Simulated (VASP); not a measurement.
Wanted: the native input for a VASP 6.6.1 run.

- Task: single point
- Functional: revPBE
- Potentials or basis: VASP PAW PBE potentials, release 64 (Na_pv)
- Cutoff: 520 eV
- k mesh: 11 × 11 × 11
- Occupations: fermi-dirac, width 0.1 eV
- Spin: no spin polarisation
- Dipole correction: no
- Further INCAR settings: ALGO = Normal; EDIFF = 1e-06; NBANDS = 10

The structure of Na lies in POSCAR:

```
Na
1.0
   -2.1416585443      2.1416585443      2.1416585443
    2.1416585443     -2.1416585443      2.1416585443
    2.1416585443      2.1416585443     -2.1416585443
Na
1
Direct
    0.0000000000      0.0000000000      0.0000000000
```

The input as run:

INCAR

```
ALGO = Normal
EDIFF = 1E-6
ENCUT = 520
GGA = RE
ISIF = 2
ISMEAR = -1
LASPH = T
LCHARG = T
LELF = T
LREAL = F
LVHAR = T
LWAVE = F
NBANDS = 10
NELM = 100
PREC = Accurate
SIGMA = 0.1
```

KPOINTS

```
k-points
0
Gamma
  11 11 11
```

Potentials or basis: VASP PAW PBE potentials, release 64 (Na_pv).

Command:

```console
$ cat potpaw_PBE.64/Na_pv/POTCAR > POTCAR
$ mpirun -np 1 vasp_std > vasp.out
```

It gave:

* Pressure: 0.0 GPa
* Band gap on the k mesh: zero (an odd number of electrons rules out a gap without spin polarisation)

Caveat: the PAW data sets were made with another functional, which shifts forces and pressure a little.

Wall time 6.7 s on 1 thread of Intel(R) Xeon(R) 6975P-C (Granite Rapids), on a shared host, peak memory 0.15 GiB.
